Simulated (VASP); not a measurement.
# BP (I-4m2) in VASP: further runs

Runs on BP. Level: PBE. Tasks: single point.

Everything below comes from runs of VASP 6.6.1. Logs are shortened: lines on timing, memory, paths and dates and some standing lists are left out, and cuts for length are marked.

## (1) The cell of the first run

It takes space group I-4m2 (No. 119, tetragonal). The conventional cell has a = 3.602 Å, b = 3.602 Å, c = 3.601 Å, α = 90.00°, β = 90.00°, γ = 90.00°. Within 2.7 Å of B (site symmetry -4m2) lie 4 P at 2.01 Å. P (site symmetry -4m2) has 4 B at 2.01 Å within 2.7 Å.

## (2) Single point, PBE

Input file INCAR:

```
PREC = Accurate
ENCUT = 520
EDIFF = 1E-6
ISMEAR = 0
SIGMA = 0.05
LREAL = F
LASPH = T
NELM = 60
ALGO = Normal
ISIF = 2
LWAVE = F
LCHARG = T
GGA = PE
LELF = T
LVHAR = T
NBANDS = 11
```

Input file KPOINTS:

```
regular mesh
0
Gamma
  12 12 12
```

Input file POSCAR:

```
BP
1.0
    0.0000000000      2.5469946025      1.8007251840
    2.5469946025      0.0000000000      1.8007251840
    2.5469946025      2.5469946025      0.0000000000
B P
1 1
Direct
    0.0000000000      0.0000000000      0.0000000000
    0.7500000000      0.7500000000      0.7500000000
```

Potentials or basis: VASP PAW PBE potentials, release 64 (B, P).

Launch:

```
$ cat potpaw_PBE.64/B/POTCAR potpaw_PBE.64/P/POTCAR > POTCAR
$ mpirun -np 1 vasp_std > vasp.out
```

OUTCAR:

```text
PREC = Accurate
   ENCUT = 520
   EDIFF = 1E-6
   ISMEAR = 0
   LREAL = F
   LASPH = T
   NELM = 60
   ISIF = 2
   GGA = PE

 ion  position               nearest neighbor table
   1  0.000  0.000  0.000-   2 2.01   2 2.01   2 2.01   2 2.01
   2  0.750  0.750  0.750-   1 2.01   1 2.01   1 2.01   1 2.01

  LATTYP: Found a body centered tetragonal cell.
 ALAT       =     3.6019943101
 C/A-ratio  =     0.9998489886

  Lattice vectors:

 A1 = (   0.0000000000,  -2.5469946025,  -1.8007251840)
 A2 = (   0.0000000000,   2.5469946025,  -1.8007251840)
 A3 = (   2.5469946025,   0.0000000000,   1.8007251840)

Analysis of symmetry for initial positions (statically):
=====================================================================
 Subroutine PRICEL returns:
 Original cell was already a primitive cell.

 Routine SETGRP: Setting up the symmetry group for a
 body centered tetragonal supercell.

 Subroutine GETGRP returns: Found  8 space group operations
 (whereof  8 operations were pure point group operations)
 out of a pool of 16 trial point group operations.

The static configuration has the point symmetry D_2d.

Analysis of symmetry for dynamics (positions and initial velocities):
=====================================================================
 Subroutine PRICEL returns:
 Original cell was already a primitive cell.

 Routine SETGRP: Setting up the symmetry group for a
 body centered tetragonal supercell.

 Subroutine GETGRP returns: Found  8 space group operations
 (whereof  8 operations were pure point group operations)
 out of a pool of 16 trial point group operations.

The dynamic configuration has the point symmetry D_2d.

 Subroutine INISYM returns: Found  8 space group operations
 (whereof  8 operations are pure point group operations),
 and found     1 'primitive' translations

----------------------------------------------------------------------------------------

                                     Primitive cell

  volume of cell :      23.3633

  direct lattice vectors                    reciprocal lattice vectors
     0.000000000  2.546994602  1.800725184    -0.196309800  0.196309800  0.277665912
     2.546994602  0.000000000  1.800725184     0.196309800 -0.196309800  0.277665912
     2.546994602  2.546994602  0.000000000     0.196309800  0.196309800 -0.277665912

  length of vectors
     3.119261562  3.119261562  3.601994310     0.392649250  0.392649250  0.392649250

  position of ions in fractional coordinates (direct lattice)
[... 81 lines left out ...]
   EDIFFG = 0.1E-04   stopping-criterion for IOM
   NSW    =      0    number of steps for IOM
   IBRION =     -1    ionic relax: 0-MD 1-quasi-New 2-CG
   NFREE  =      0    steps in history (QN), initial steepest desc. (CG)
   ISIF   =      2    stress and relaxation
   ISYM   =      2    0-nonsym 1-usesym 2-fastsym
   POTIM  = 0.5000    time-step for ionic-motion
   TEBEG  =    0.0;   TEEND  =   0.0 temperature during run
   PSTRESS=    0.0 pullay stress
   NELECT =       8.0000    total number of electrons
   NUPDOWN=      -1.0000    fix difference up-down
   EMIN   =  10.00;   EMAX   =-10.00  energy-range for DOS
   EFERMI =   0.00;   METHOD = LEGACY
   ISMEAR =     0;   SIGMA  =   0.05  broadening in eV -4-tet -1-fermi 0-gaus
   EFERMI_NEDOS =   21; number of points for ismear=-14 and -15
   IALGO  =     38    algorithm
   IMIX   =      4    mixing-type and parameters
     AMIX     =   0.40;   BMIX     =  1.00
     AMIX_MAG =   1.60;   BMIX_MAG =  1.00
  volume/ion in A,a.u.               =      11.68        78.83
  Fermi-wavevector in a.u.,A,eV,Ry     =   1.145320  2.164342 17.847562  1.311759
  Thomas-Fermi vector in A             =   2.282009
   LORBIT       =      0    0 simple, 1 ext, 2 COOP (PROOUT), +10 PAW based schemes
   GGA     = PE    functional components
   LHFCALC =     F    Hartree Fock is set to
   AEXX    =    0.0000 exact exchange contribution
   IVDW    =     0    specifies the selected vdW correction
   LEPSILON=     F    determine dielectric tensor
   LRPA    =     F    only Hartree local field effects (RPA)
 non-spin polarized calculation
 Gauss-broadening in eV      SIGMA  =   0.05
  energy-cutoff  :      520.00
  volume of cell :       23.36
 maximum number of plane-waves:       664
   NGX = 11   NGY = 11   NGZ = 13

 number of electron       8.0000000 magnetization

 Free energy of the ion-electron system (eV)
  ---------------------------------------------------
  ext. energy  EPLUGINS =         0.00000000
  ---------------------------------------------------
  free energy    TOTEN  =       -11.95236490 eV

  energy without entropy =      -11.95153057  energy(sigma->0) =      -11.95194774

 E-fermi :   7.3889     XC(G=0): -11.0648

 val. band max:        7.3830564163   @ k =  -0.1667   0.0833   0.0000
 cond. band min:       7.4072484348   @ k =   0.4167   0.2500   0.0000
 fundamental gap:      0.0241920186
 Fermi energy:         7.3889016811

 k-point     1 :       0.0000    0.0000    0.0000
  band No.  band energies     occupation
      1      -7.9211      2.00000
      2       6.7494      2.00000
      3       6.7494      2.00000
      4       9.3264      0.00000
      5      10.3838      0.00000
      6      12.4485      0.00000
      7      12.4485      0.00000
      8      13.7086      0.00000
      9      15.6519      0.00000
     10      18.9714      0.00000
     11      20.3420      0.00000
[... 309 lines left out ...]
 k-point    24 :      -0.4167    0.1667    0.0000
  band No.  band energies     occupation
      1      -4.3399      2.00000
      2      -0.1951      2.00000
      3       3.3990      2.00000
      4       5.2714      2.00000
      5       9.2035      0.00000
      6      12.9077      0.00000
      7      14.2205      0.00000
      8      15.3721      0.00000
      9      20.9297      0.00000
     10      21.9599      0.00000
     11      22.2870      0.00000

 [... further k-points ...]
[... 5 lines left out ...]
  --------------------------------------------------------------------------------------
  -------------------------------------------------------------------------------------
  Total       -2.6339860     -2.6339860      3.5464038      0.0000000      0.0000000      0.0000000
  in kB     -180.6302856   -180.6302856    243.2009596      0.0000000      0.0000000      0.0000000
  external PRESSURE =     -39.3532038 kB  Pullay stress =       0.0000000 kB

 VOLUME and BASIS-vectors are now :
 -----------------------------------------------------------------------------
  energy-cutoff  :      520.00
  volume of cell :       23.36
      direct lattice vectors                 reciprocal lattice vectors
     0.000000000  2.546994602  1.800725184    -0.196309800  0.196309800  0.277665912
     2.546994602  0.000000000  1.800725184     0.196309800 -0.196309800  0.277665912
     2.546994602  2.546994602  0.000000000     0.196309800  0.196309800 -0.277665912

 POSITION                                       TOTAL-FORCE (eV/Angst)
 -----------------------------------------------------------------------------------
      0.00000      0.00000      0.00000         0.000000      0.000000      0.000000
      3.82049      3.82049      2.70109        -0.000000     -0.000000     -0.000000
 -----------------------------------------------------------------------------------
    total drift:                                0.000000      0.000000      0.000000

  FREE ENERGIE OF THE ION-ELECTRON SYSTEM (eV)
  ---------------------------------------------------
  free  energy   TOTEN  =       -11.9523649029 eV

  energy  without entropy=      -11.9515305735  energy(sigma->0) =      -11.95194774
```

OSZICAR:

```text
N       E                     dE             d eps       ncg     rms          rms(c)
DAV:   1     0.911588329031E+01    0.91159E+01   -0.40351E+03  3586   0.660E+02
DAV:   2    -0.118347949325E+02   -0.20951E+02   -0.20245E+02  4690   0.107E+02
DAV:   3    -0.124461736647E+02   -0.61138E+00   -0.60901E+00  4479   0.158E+01
DAV:   4    -0.124484147047E+02   -0.22410E-02   -0.22407E-02  4129   0.114E+00
DAV:   5    -0.124484255949E+02   -0.10890E-04   -0.10891E-04  4402   0.792E-02    0.656E+00
DAV:   6    -0.120143796384E+02    0.43405E+00   -0.11750E+00  4008   0.433E+00    0.351E+00
DAV:   7    -0.119596477185E+02    0.54732E-01   -0.12701E-01  4507   0.185E+00    0.130E+00
DAV:   8    -0.119522392387E+02    0.74085E-02   -0.18114E-02  4066   0.739E-01    0.183E-01
DAV:   9    -0.119523267283E+02   -0.87490E-04   -0.62774E-04  4182   0.167E-01    0.112E-01
DAV:  10    -0.119523640308E+02   -0.37303E-04   -0.12780E-04  4019   0.709E-02    0.307E-02
DAV:  11    -0.119523649029E+02   -0.87206E-06   -0.29571E-06  4353   0.117E-02
   1 F= -.11952365E+02 E0= -.11951948E+02  d E =-.834329E-03
```

Wall time 17 s (1 thread of Intel Xeon Platinum 8488C (Sapphire Rapids), shared host); peak memory 0.16 GiB.

What came out:

```
Free energy            : -11.9524 eV
Pressure               : -3.9 GPa
Band gap on the k mesh : zero (band 4 reaches 9.33 eV, above the bottom of band 5 at 5.98 eV)
```

## (3) Single point, PBE

This run uses another cell than the first one, of the same volume but with other edges.

Input file INCAR:

```
ALGO = Normal
EDIFF = 1E-6
ENCUT = 520
GGA = PE
ISIF = 2
ISMEAR = 0
LASPH = True
LCHARG = False
LREAL = False
LWAVE = False
NBANDS = 11
NELM = 80
PREC = Accurate
SIGMA = 0.05
```

Input file KPOINTS:

```
k-points
0
Gamma
  12 12 12
```

Input file POSCAR:

```
BP
1.0
    0.0000000000      2.1352107495      2.5622528994
    2.1352107495      0.0000000000      2.5622528994
    2.1352107495      2.1352107495      0.0000000000
B P
1 1
Direct
    0.0000000000      0.0000000000      0.0000000000
    0.7500000000      0.7500000000      0.7500000000
```

Potentials or basis: VASP PAW PBE potentials, release 64 (B, P).

Launch:

```
$ cat potpaw_PBE.64/B/POTCAR potpaw_PBE.64/P/POTCAR > POTCAR
$ mpirun -np 1 vasp_std > vasp.out
```

Wall time 27 s (1 thread of Intel Xeon Platinum 8488C (Sapphire Rapids), shared host); peak memory 0.17 GiB.

Results (log left out):

```yaml
Free_energy: -12.4308 eV
Pressure: 0.7 GPa
Band_gap_on_the_k_mesh: zero (band 4 reaches 8.24 eV, above the bottom of band 5 at 8.07 eV)
```

Stress tensor (GPa, compression positive):
```
 20.53   0.00   0.00
  0.00  20.53   0.00
  0.00   0.00 -39.06
```

Levels at points of the mesh, in eV from the Fermi level:
| k point | band 2 | band 3 | band 4 | band 5 | band 6 | band 7 |
| --- | --- | --- | --- | --- | --- | --- |
| (0.00, 0.00, 0.00) | -2.15 | 0.04 | 0.04 | 2.56 | 2.56 | 3.46 |
| (0.50, 0.00, 0.00) | -9.72 | -3.71 | -1.11 | 1.07 | 4.93 | 5.30 |
| (0.50, 0.50, 0.00) | -10.27 | -3.44 | -3.44 | 1.99 | 2.76 | 11.20 |
| (0.50, 0.00, 0.50) | -8.72 | -5.49 | -5.09 | 0.10 | 0.18 | 8.76 |

## (4) Single point, PBE

This run uses another cell than the first one, of the same volume but with other edges.

Input file INCAR:

```
ALGO = Normal ; EDIFF = 1E-6
ENCUT = 520 ; GGA = PE
ISIF = 2 ; ISMEAR = 0
LASPH = T ; LCHARG = F
LREAL = F ; LWAVE = F
NBANDS = 11 ; NELM = 100
PREC = Accurate ; SIGMA = 0.05
```

KPOINTS is that of step 3.

Input file POSCAR:

```
BP
1.0
    0.0000000000      2.4649207550      1.9226381889
    2.4649207550      0.0000000000      1.9226381889
    2.4649207550      2.4649207550      0.0000000000
B P
1 1
Direct
    0.0000000000      0.0000000000      0.0000000000
    0.7500000000      0.7500000000      0.7500000000
```

Potentials or basis: VASP PAW PBE potentials, release 64 (B, P).

Launch:

```
$ cat potpaw_PBE.64/B/POTCAR potpaw_PBE.64/P/POTCAR > POTCAR
$ mpirun -np 1 vasp_std > vasp.out
```

OUTCAR:

```text
EDIFF = 1E-6
   ENCUT = 520
   GGA = PE
   ISIF = 2
   ISMEAR = 0
   LASPH = T
   LREAL = F
   NELM = 100
   PREC = Accurate

 ion  position               nearest neighbor table
   1  0.000  0.000  0.000-   2 1.99   2 1.99   2 1.99   2 1.99
   2  0.750  0.750  0.750-   1 1.99   1 1.99   1 1.99   1 1.99

  LATTYP: Found a body centered tetragonal cell.
 ALAT       =     3.4859243619
 C/A-ratio  =     1.1030865787

  Lattice vectors:

 A1 = (   0.0000000000,  -2.4649207550,  -1.9226381889)
 A2 = (   0.0000000000,   2.4649207550,  -1.9226381889)
 A3 = (   2.4649207550,   0.0000000000,   1.9226381889)

Analysis of symmetry for initial positions (statically):
=====================================================================
 Subroutine PRICEL returns:
 Original cell was already a primitive cell.

 Routine SETGRP: Setting up the symmetry group for a
 body centered tetragonal supercell.

 Subroutine GETGRP returns: Found  8 space group operations
 (whereof  8 operations were pure point group operations)
 out of a pool of 16 trial point group operations.

The static configuration has the point symmetry D_2d.
[... 164 lines left out ...]
 cond. band min:       7.5282745250   @ k =   0.4167   0.3333   0.0833
 fundamental gap:      0.0056016538
 Fermi energy:         7.5265579341

 k-point     1 :       0.0000    0.0000    0.0000
  band No.  band energies     occupation
      1      -7.9733      2.00000
      2       6.8881      2.00000
      3       6.8881      2.00000
      4       8.8073      0.00000
      5      10.3012      0.00000
      6      11.7940      0.00000
      7      11.7940      0.00000
      8      14.2537      0.00000
      9      16.6268      0.00000
     10      19.0689      0.00000
     11      20.3621      0.00000
[... 309 lines left out ...]
 k-point    24 :      -0.4167    0.1667    0.0000
  band No.  band energies     occupation
      1      -4.3755      2.00000
      2      -0.5806      2.00000
      3       3.7563      2.00000
      4       5.0547      2.00000
      5       9.4163      0.00000
      6      12.9733      0.00000
      7      14.7453      0.00000
      8      15.4191      0.00000
      9      20.3289      0.00000
     10      21.3216      0.00000
     11      23.4595      0.00000

 [... further k-points ...]
[... 5 lines left out ...]
  --------------------------------------------------------------------------------------
  -------------------------------------------------------------------------------------
  Total       -2.1017597     -2.1017597      3.5868669      0.0000000      0.0000000      0.0000000
  in kB     -144.1319154   -144.1319154    245.9757894      0.0000000      0.0000000      0.0000000
  external PRESSURE =     -14.0960138 kB  Pullay stress =       0.0000000 kB

 VOLUME and BASIS-vectors are now :
 -----------------------------------------------------------------------------
  energy-cutoff  :      520.00
  volume of cell :       23.36
      direct lattice vectors                 reciprocal lattice vectors
     0.000000000  2.464920755  1.922638189    -0.202846278  0.202846278  0.260059330
     2.464920755  0.000000000  1.922638189     0.202846278 -0.202846278  0.260059330
     2.464920755  2.464920755  0.000000000     0.202846278  0.202846278 -0.260059330

 POSITION                                       TOTAL-FORCE (eV/Angst)
 -----------------------------------------------------------------------------------
      0.00000      0.00000      0.00000        -0.000000     -0.000000      0.000000
      3.69738      3.69738      2.88396         0.000000      0.000000     -0.000000
 -----------------------------------------------------------------------------------
    total drift:                                0.000000      0.000000      0.000000

  FREE ENERGIE OF THE ION-ELECTRON SYSTEM (eV)
  ---------------------------------------------------
  free  energy   TOTEN  =       -12.3412843167 eV

  energy  without entropy=      -12.3403982174  energy(sigma->0) =      -12.34084127
```

OSZICAR:

```text
N       E                     dE             d eps       ncg     rms          rms(c)
DAV:   1     0.980278210404E+01    0.98028E+01   -0.39138E+03  3586   0.653E+02
DAV:   2    -0.122708467237E+02   -0.22074E+02   -0.21130E+02  4776   0.108E+02
DAV:   3    -0.129323579906E+02   -0.66151E+00   -0.65553E+00  4458   0.162E+01
DAV:   4    -0.129348350940E+02   -0.24771E-02   -0.24768E-02  4161   0.118E+00
DAV:   5    -0.129348474016E+02   -0.12308E-04   -0.12307E-04  4370   0.819E-02    0.688E+00
DAV:   6    -0.124189790651E+02    0.51587E+00   -0.13020E+00  4083   0.471E+00    0.369E+00
DAV:   7    -0.123486883366E+02    0.70291E-01   -0.16660E-01  4465   0.207E+00    0.134E+00
DAV:   8    -0.123410329780E+02    0.76554E-02   -0.21184E-02  4069   0.814E-01    0.204E-01
DAV:   9    -0.123411953221E+02   -0.16234E-03   -0.64584E-04  4221   0.170E-01    0.124E-01
DAV:  10    -0.123412806955E+02   -0.85373E-04   -0.17208E-04  4052   0.832E-02    0.311E-02
DAV:  11    -0.123412834927E+02   -0.27972E-05   -0.35549E-06  4473   0.133E-02    0.267E-02
DAV:  12    -0.123412843167E+02   -0.82400E-06   -0.31456E-06  3922   0.919E-03
   1 F= -.12341284E+02 E0= -.12340841E+02  d E =-.886099E-03
```

Wall time 16 s (1 thread of Intel Xeon Platinum 8488C (Sapphire Rapids), shared host); peak memory 0.16 GiB.

What came out:

```
Free energy            : -12.3413 eV
Pressure               : -1.4 GPa
Band gap on the k mesh : zero (band 4 reaches 8.81 eV, above the bottom of band 5 at 6.65 eV)
```

Stress tensor (GPa, compression positive):
```
-14.41   0.00   0.00
  0.00 -14.41   0.00
  0.00   0.00  24.60
```

## (5) Single point, PBE

This run uses another cell than the first one, of the same volume but with other edges.

Input file INCAR:

```
SYSTEM = BP
ALGO     = Normal         ! electronic algorithm
EDIFF    = 1E-6           ! SCF threshold, eV
ENCUT    = 520            ! plane-wave cutoff, eV
GGA      = PE             ! functional
ISIF     = 2              ! what is computed and relaxed
ISMEAR   = 0              ! smearing method
LASPH    = .True.         ! aspherical terms in the spheres
LCHARG   = .False.        ! write CHGCAR
LREAL    = .False.        ! projectors in reciprocal space
LWAVE    = .False.        ! write WAVECAR
NBANDS   = 11             ! bands
NELM     = 60             ! most SCF steps
PREC     = Accurate       ! precision mode
SIGMA    = 0.05           ! smearing width, eV
```

Input file KPOINTS:

```
k-points
0
Gamma
  12 12 12
  0 0 0
```

Input file POSCAR:

```
BP
1.0
    0.0000000000      2.0789946821      2.7026930868
    2.0789946821      0.0000000000      2.7026930868
    2.0789946821      2.0789946821      0.0000000000
B P
1 1
Direct
    0.0000000000      0.0000000000      0.0000000000
    0.7500000000      0.7500000000      0.7500000000
```

Launch:

```
$ cat potpaw_PBE.64/B/POTCAR potpaw_PBE.64/P/POTCAR > POTCAR
$ mpirun -np 1 vasp_std > vasp.out
```

Run time: 24 s. Hardware: 1 thread of AMD EPYC 9R45 (Zen 5), shared host; peak memory 0.14 GiB.

It converged, with:

```yaml
Free_energy: -11.8553 eV
Pressure: 0.3 GPa
Band_gap_on_the_k_mesh: zero (band 4 reaches 8.74 eV, above the bottom of band 5 at 7.90 eV)
```

Stress tensor (GPa, compression positive):
```
 29.54   0.00   0.00
  0.00  29.54   0.00
  0.00   0.00 -58.32
```

Levels at points of the mesh, in eV from the Fermi level:
```csv
k point,band 1,band 2,band 3,band 4,band 5,band 6,band 7,band 8,band 9
"(0.00, 0.00, 0.00)",-16.28,-3.01,0.41,0.41,2.58,2.58,3.76,4.02,9.05
"(0.50, 0.00, 0.00)",-12.80,-9.76,-4.30,-0.47,0.04,5.29,6.06,9.42,12.28
"(0.50, 0.50, 0.00)",-13.03,-10.71,-2.81,-2.81,2.54,3.54,10.85,10.85,11.62
"(0.50, 0.00, 0.50)",-10.38,-8.51,-5.76,-5.17,-0.16,-0.11,7.45,10.29,10.87
```

## (6) Summary

```tsv
cell	gap on the mesh (eV)	pressure (GPa)
a = 3.119, b = 3.119, c = 3.602 Å, angles 54.7, 54.7, 70.5°, 2 atoms	none	-3.9
a = 3.335, b = 3.335, c = 3.020 Å, angles 63.1, 63.1, 53.8°, 2 atoms	none	0.7
a = 3.126, b = 3.126, c = 3.486 Å, angles 56.1, 56.1, 67.8°, 2 atoms	none	-1.4
a = 3.410, b = 3.410, c = 2.940 Å, angles 64.5, 64.5, 51.1°, 2 atoms	none	0.3
```

Alike in all rows: task single point; level PBE; potentials or basis VASP PAW PBE potentials, release 64 (B, P); no spin polarisation; k mesh 12 × 12 × 12; cutoff (eV) 520; smearing gaussian 0.05 eV.

Total energies depend on the potentials used, so only differences within one code and one set of settings carry meaning.
